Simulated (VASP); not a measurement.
# SnSe in VASP: further runs

Runs on SnSe. Level: r2SCAN. Tasks: single point.

Program: VASP 6.6.1. These are calculated values, not measurements. Logs are shortened: lines on timing, memory, paths and dates and some standing lists are left out, and cuts for length are marked.

## Step 1: The cell of the first run

The structure is cubic, space group Fm-3m (No. 225). Conventional cell: a = 6.004 Å, b = 6.004 Å, c = 6.004 Å, α = 90.00°, β = 90.00°, γ = 90.00°. Within 4.0 Å of Sn (site symmetry m-3m) lie 6 Se at 3.00 Å. Within 4.0 Å of Se (site symmetry m-3m) lie 6 Sn at 3.00 Å.

## Step 2: Single point, r2SCAN

Contents of POSCAR:

```
SnSe
1.0
    0.0000000000      3.0021131537      3.0021131537
    3.0021131537      0.0000000000      3.0021131537
    3.0021131537      3.0021131537      0.0000000000
Sn Se
1 1
Direct
    0.0000000000      0.0000000000      0.0000000000
    0.5000000000      0.5000000000      0.5000000000
```

Contents of INCAR.step1:

```
SYSTEM = SnSe
ALGO     = Normal         ! electronic algorithm
EDIFF    = 1E-4           ! SCF threshold, eV
ENCUT    = 520            ! plane-wave cutoff, eV
GGA      = PE             ! functional
ISMEAR   = -1             ! smearing method
LASPH    = .True.         ! aspherical terms in the spheres
LCHARG   = .False.        ! write CHGCAR
LREAL    = .False.        ! projectors in reciprocal space
LWAVE    = .True.         ! write WAVECAR
NBANDS   = 17             ! bands
NELM     = 100            ! most SCF steps
PREC     = Accurate       ! precision mode
SIGMA    = 0.02           ! smearing width, eV
```

Contents of INCAR.step2:

```
SYSTEM = SnSe
ALGO     = Normal         ! electronic algorithm
EDIFF    = 1E-6           ! SCF threshold, eV
ENCUT    = 520            ! plane-wave cutoff, eV
ISIF     = 2              ! what is computed and relaxed
ISMEAR   = -1             ! smearing method
ISTART   = 1            
LASPH    = .True.         ! aspherical terms in the spheres
LCHARG   = .False.        ! write CHGCAR
LMIXTAU  = .True.       
LREAL    = .False.        ! projectors in reciprocal space
LWAVE    = .False.        ! write WAVECAR
METAGGA  = R2SCAN         ! meta-GGA
NBANDS   = 17             ! bands
NELM     = 100            ! most SCF steps
PREC     = Accurate       ! precision mode
SIGMA    = 0.02           ! smearing width, eV
```

Contents of KPOINTS:

```
k-points
0
Gamma
  8 8 8
  0 0 0
```

Potentials or basis: VASP PAW PBE potentials, release 64 (Sn_d, Se).

On the command line:

```
$ cat potpaw_PBE.64/Sn_d/POTCAR potpaw_PBE.64/Se/POTCAR > POTCAR
$ cp INCAR.step1 INCAR
$ mpirun -np 1 vasp_std > vasp.out
$ cp INCAR.step2 INCAR
$ mpirun -np 1 vasp_std > vasp.out
```

OUTCAR:

```text
SYSTEM = SnSe
   EDIFF = 1E-6
   ENCUT = 520
   ISIF = 2
   ISMEAR = -1
   ISTART = 1
   LASPH = .True.
   LREAL = .False.
   METAGGA = R2SCAN
   NELM = 100
   PREC = Accurate

 ion  position               nearest neighbor table
   1  0.000  0.000  0.000-   2 3.00   2 3.00   2 3.00   2 3.00   2 3.00   2 3.00
   2  0.500  0.500  0.500-   1 3.00   1 3.00   1 3.00   1 3.00   1 3.00   1 3.00

  LATTYP: Found a face centered cubic cell.
 ALAT       =     6.0042263074

  Lattice vectors:

 A1 = (   0.0000000000,   3.0021131537,   3.0021131537)
 A2 = (   3.0021131537,   0.0000000000,   3.0021131537)
 A3 = (   3.0021131537,   3.0021131537,   0.0000000000)

Analysis of symmetry for initial positions (statically):
=====================================================================
 Subroutine PRICEL returns:
 Original cell was already a primitive cell.

 Routine SETGRP: Setting up the symmetry group for a
 face centered cubic supercell.

 Subroutine GETGRP returns: Found 48 space group operations
 (whereof 48 operations were pure point group operations)
 out of a pool of 48 trial point group operations.

The static configuration has the point symmetry O_h .

Analysis of symmetry for dynamics (positions and initial velocities):
=====================================================================
 Subroutine PRICEL returns:
 Original cell was already a primitive cell.

 Routine SETGRP: Setting up the symmetry group for a
 face centered cubic supercell.

 Subroutine GETGRP returns: Found 48 space group operations
 (whereof 48 operations were pure point group operations)
 out of a pool of 48 trial point group operations.

The dynamic configuration has the point symmetry O_h .

 Subroutine INISYM returns: Found 48 space group operations
 (whereof 48 operations are pure point group operations),
 and found     1 'primitive' translations

----------------------------------------------------------------------------------------

                                     Primitive cell

  volume of cell :      54.1142

  direct lattice vectors                    reciprocal lattice vectors
     0.000000000  3.002113154  3.002113154    -0.166549352  0.166549352  0.166549352
     3.002113154  0.000000000  3.002113154     0.166549352 -0.166549352  0.166549352
     3.002113154  3.002113154  0.000000000     0.166549352  0.166549352 -0.166549352

  length of vectors
     4.245629138  4.245629138  4.245629138     0.288471939  0.288471939  0.288471939

  position of ions in fractional coordinates (direct lattice)
     0.000000000  0.000000000  0.000000000
     0.500000000  0.500000000  0.500000000

  ion indices of the primitive-cell ions
   primitive index   ion index
                 1           1
                 2           2

----------------------------------------------------------------------------------------

 KPOINTS: k-points

Automatic generation of k-mesh.
 Grid dimensions read from file:
 generate k-points for:    8    8    8

 Generating k-lattice:

  Cartesian coordinates                     Fractional coordinates (reciprocal lattice)
    -0.020818669  0.020818669  0.020818669     0.125000000  0.000000000  0.000000000
     0.020818669 -0.020818669  0.020818669     0.000000000  0.125000000  0.000000000
     0.020818669  0.020818669 -0.020818669     0.000000000  0.000000000  0.125000000

  Length of vectors
     0.036058992  0.036058992  0.036058992

  Shift w.r.t. Gamma in fractional coordinates (k-lattice)
     0.000000000  0.000000000  0.000000000

 Subroutine IBZKPT returns following result:
 ===========================================

 Found     29 irreducible k-points:

 Following reciprocal coordinates:
            Coordinates               Weight
  0.000000  0.000000  0.000000      1.000000
  0.125000  0.000000  0.000000      8.000000
  0.250000  0.000000  0.000000      8.000000
  0.375000  0.000000  0.000000      8.000000
  0.500000  0.000000  0.000000      4.000000
  0.125000  0.125000  0.000000      6.000000
[... 16 lines left out ...]
  0.500000  0.250000  0.125000     48.000000
 -0.375000  0.250000  0.125000     24.000000
 [... further k-points ...]
   k-points           NKPTS =     29   k-points in BZ     NKDIM =     29   number of bands    NBANDS=     17
   number of dos      NEDOS =    301   number of ions     NIONS =      2
   total plane-waves  NPLWV =  32768
   dimension x,y,z NGX =    32 NGY =   32 NGZ =   32
   dimension x,y,z NGXF=    64 NGYF=   64 NGZF=   64
   ions per type =               1   1
   NGX,Y,Z   is equivalent  to a cutoff of  12.53, 12.53, 12.53 a.u.
   NGXF,Y,Z  is equivalent  to a cutoff of  25.06, 25.06, 25.06 a.u.
 SYSTEM =  SnSe
   PREC   = accura    normal or accurate (medium, high low for compatibility)
   ISTART =      1    job   : 0-new  1-cont  2-samecut
   ICHARG =      0    charge: 1-file 2-atom 10-const
   ISPIN  =      1    spin polarized calculation?
   LNONCOLLINEAR =      F non collinear calculations
   LSORBIT =      F    spin-orbit coupling
   LASPH  =      T    aspherical Exc in radial PAW
   ENCUT  =  520.0 eV  38.22 Ry    6.18 a.u.   7.89  7.89  7.89*2*pi/ulx,y,z
   NELM   =    100;   NELMIN=  2; NELMDL=  0     # of ELM steps
   EDIFF  = 0.1E-05   stopping-criterion for ELM
   LREAL  =      F    real-space projection
   EDIFFG = 0.1E-04   stopping-criterion for IOM
   NSW    =      0    number of steps for IOM
   IBRION =     -1    ionic relax: 0-MD 1-quasi-New 2-CG
   NFREE  =      0    steps in history (QN), initial steepest desc. (CG)
   ISIF   =      2    stress and relaxation
   ISYM   =      2    0-nonsym 1-usesym 2-fastsym
   POTIM  = 0.5000    time-step for ionic-motion
   TEBEG  =    0.0;   TEEND  =   0.0 temperature during run
   PSTRESS=    0.0 pullay stress
   NELECT =      20.0000    total number of electrons
   NUPDOWN=      -1.0000    fix difference up-down
   EMIN   =  10.00;   EMAX   =-10.00  energy-range for DOS
   EFERMI =   0.00;   METHOD = LEGACY
   ISMEAR =    -1;   SIGMA  =   0.02  broadening in eV -4-tet -1-fermi 0-gaus
   EFERMI_NEDOS =   21; number of points for ismear=-14 and -15
   IALGO  =     38    algorithm
   IMIX   =      4    mixing-type and parameters
     AMIX     =   0.40;   BMIX     =  1.00
     AMIX_MAG =   1.60;   BMIX_MAG =  1.00
  volume/ion in A,a.u.               =      27.06       182.59
  Fermi-wavevector in a.u.,A,eV,Ry     =   1.174846  2.220138 18.779634  1.380264
  Thomas-Fermi vector in A             =   2.311237
   LORBIT       =      0    0 simple, 1 ext, 2 COOP (PROOUT), +10 PAW based schemes
   METAGGA = R2SCAN    functional components
   LHFCALC =     F    Hartree Fock is set to
   AEXX    =    0.0000 exact exchange contribution
   IVDW    =     0    specifies the selected vdW correction
   LEPSILON=     F    determine dielectric tensor
   LRPA    =     F    only Hartree local field effects (RPA)
 non-spin polarized calculation
  energy-cutoff  :      520.00
  volume of cell :       54.11
 maximum number of plane-waves:      1475
   NGX = 15   NGY = 15   NGZ = 15

 number of electron      20.0000007 magnetization

 Free energy of the ion-electron system (eV)
  ---------------------------------------------------
  ext. energy  EPLUGINS =         0.00000000
  ---------------------------------------------------
  free energy    TOTEN  =       -39.87847855 eV

  energy without entropy =      -39.87847851  energy(sigma->0) =      -39.87847853

 E-fermi :   6.0384     XC(G=0): -10.2287

 val. band max:        5.7929431337   @ k =   0.5000   0.0000   0.0000
 cond. band min:       6.2839578072   @ k =   0.5000   0.0000   0.0000
 fundamental gap:      0.4910146735
 Fermi energy:         6.0384284325

 k-point     1 :       0.0000    0.0000    0.0000
  band No.  band energies     occupation
      1     -16.7509      2.00000
      2     -16.7509      2.00000
      3     -16.7483      2.00000
      4     -16.7483      2.00000
      5     -16.7483      2.00000
      6      -8.9846      2.00000
[... 9 lines left out ...]
     16      11.8279      0.00000
     17      14.1198      0.00000

 k-point     2 :       0.1250    0.0000    0.0000
  band No.  band energies     occupation
      1     -16.7520      2.00000
      2     -16.7520      2.00000
      3     -16.7478      2.00000
      4     -16.7465      2.00000
      5     -16.7465      2.00000
      6      -8.8689      2.00000
[... 9 lines left out ...]
     16      12.2106      0.00000
     17      15.2182      0.00000

 k-point     3 :       0.2500    0.0000    0.0000
  band No.  band energies     occupation
      1     -16.7552      2.00000
      2     -16.7552      2.00000
      3     -16.7469      2.00000
      4     -16.7418      2.00000
      5     -16.7418      2.00000
      6      -8.5570      2.00000
[... 9 lines left out ...]
     16      13.2080      0.00000
     17      17.5003      0.00000

 k-point     4 :       0.3750    0.0000    0.0000
  band No.  band energies     occupation
      1     -16.7585      2.00000
      2     -16.7585      2.00000
      3     -16.7460      2.00000
      4     -16.7370      2.00000
      5     -16.7370      2.00000
      6      -8.1795      2.00000
[... 9 lines left out ...]
     16      14.7426      0.00000
     17      17.6584      0.00000

 k-point     5 :       0.5000    0.0000    0.0000
  band No.  band energies     occupation
      1     -16.7599      2.00000
      2     -16.7599      2.00000
      3     -16.7457      2.00000
      4     -16.7350      2.00000
      5     -16.7350      2.00000
      6      -7.9940      2.00000
[... 9 lines left out ...]
     16      16.2967      0.00000
     17      16.2968      0.00000

 k-point     6 :       0.1250    0.1250    0.0000
  band No.  band energies     occupation
      1     -16.7544      2.00000
      2     -16.7498      2.00000
      3     -16.7492      2.00000
      4     -16.7456      2.00000
      5     -16.7456      2.00000
      6      -8.8301      2.00000
[... 9 lines left out ...]
     16      12.9024      0.00000
     17      14.3288      0.00000
[... 281 lines left out ...]
 k-point    21 :       0.5000    0.5000    0.0000
  band No.  band energies     occupation
      1     -16.7853      2.00000
      2     -16.7550      2.00000
      3     -16.7428      2.00000
      4     -16.7296      2.00000
      5     -16.7296      2.00000
      6      -7.6868      2.00000
[... 9 lines left out ...]
     16      18.0372      0.00000
     17      18.7615      0.00000

 k-point    22 :       0.3750    0.2500    0.1250
  band No.  band energies     occupation
      1     -16.7629      2.00000
      2     -16.7513      2.00000
      3     -16.7488      2.00000
      4     -16.7393      2.00000
      5     -16.7378      2.00000
      6      -8.3065      2.00000
[... 9 lines left out ...]
     16      15.5914      0.00000
     17      15.6629      0.00000

 k-point    23 :       0.5000    0.2500    0.1250
  band No.  band energies     occupation
      1     -16.7660      2.00000
      2     -16.7536      2.00000
      3     -16.7459      2.00000
      4     -16.7378      2.00000
      5     -16.7352      2.00000
      6      -7.9851      2.00000
[... 9 lines left out ...]
     16      15.8189      0.00000
     17      17.3141      0.00000

 k-point    24 :      -0.3750    0.2500    0.1250
  band No.  band energies     occupation
      1     -16.7670      2.00000
      2     -16.7549      2.00000
      3     -16.7431      2.00000
      4     -16.7392      2.00000
      5     -16.7336      2.00000
      6      -7.8334      2.00000
[... 9 lines left out ...]
     16      17.0054      0.00000
     17      17.0502      0.00000

 [... further k-points ...]

------------------------ aborting loop because EDIFF is reached ----------------------------------------

  FORCE on cell =-STRESS in cart. coord.  units (eV):
  Direction    XX          YY          ZZ          XY          YZ          ZX
  --------------------------------------------------------------------------------------
  -------------------------------------------------------------------------------------
  Total        0.0999363      0.0999363      0.0999363     -0.0000000      0.0000000      0.0000000
  in kB        2.9588485      2.9588485      2.9588485     -0.0000000      0.0000000      0.0000000
  external PRESSURE =       2.9588485 kB  Pullay stress =       0.0000000 kB

 VOLUME and BASIS-vectors are now :
 -----------------------------------------------------------------------------
  energy-cutoff  :      520.00
  volume of cell :       54.11
      direct lattice vectors                 reciprocal lattice vectors
     0.000000000  3.002113154  3.002113154    -0.166549352  0.166549352  0.166549352
     3.002113154  0.000000000  3.002113154     0.166549352 -0.166549352  0.166549352
     3.002113154  3.002113154  0.000000000     0.166549352  0.166549352 -0.166549352

 POSITION                                       TOTAL-FORCE (eV/Angst)
 -----------------------------------------------------------------------------------
      0.00000      0.00000      0.00000        -0.000000     -0.000000     -0.000000
      3.00211      3.00211      3.00211         0.000000      0.000000      0.000000
 -----------------------------------------------------------------------------------
    total drift:                                0.000000     -0.000000     -0.000000

  FREE ENERGIE OF THE ION-ELECTRON SYSTEM (eV)
  ---------------------------------------------------
  free  energy   TOTEN  =       -39.8784785479 eV

  energy  without entropy=      -39.8784785092  energy(sigma->0) =      -39.87847853
```

Run time: 30 s. Hardware: 1 thread of Intel Xeon 6975P-C (Granite Rapids), shared host; peak memory 0.19 GiB.

What came out:

* Free energy: -39.8785 eV
* Pressure: 0.3 GPa
* Band gap on the k mesh: 0.49 eV

Caveat: the structure was generated, so it needn't be the stable form of SnSe; semilocal functionals underestimate gaps, and a narrow one can read as zero; the PAW data sets were made with another functional, which shifts forces and pressure a little; spin-orbit coupling is left out, which moves the levels of the heavy elements. A k mesh can miss the band edges.

(Continued in part 2 of 2.)
